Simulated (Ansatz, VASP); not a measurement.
Bi in VASP and in Ansatz

```
Bi
1.0
     2.26750    1.30914    3.93800
    -2.26750    1.30914    3.93800
     0.00000   -2.61828    3.93800
Bi
2
Direct
  0.23400 0.23400 0.23400
  0.76600 0.76600 0.76600
```

Alike in both runs: task single point; functional PBE; k mesh 9 × 9 × 9; occupations gaussian, width 0.05 eV; no spin polarisation.

|  | VASP | Ansatz |
| --- | --- | --- |
| version | VASP 6.6.1 | Ansatz 0.2.0 |
| potentials or method | VASP PAW PBE potentials, release 64 (Bi_d), cutoff 520 eV | scalar-relativistic, plane waves, PAW |
| valence electrons in the cell | 30 | 30 |

|  | VASP | Ansatz | Ansatz less VASP |
| --- | --- | --- | --- |
| gap on the k mesh at the Fermi level (eV) | 0.03 | 0.03 | +0.004 |
| pressure (GPa) | 2.1 | 2.2 | +0.06 |
| rms of the force components (eV/Å) | 0.127 | 0.123 | -0.0042 |

Atom by atom the forces differ by 0.004 eV/Å (rms over components). The functional is the same, so the differences come from potentials, cutoffs and numerics.

Spin-orbit coupling is off throughout.
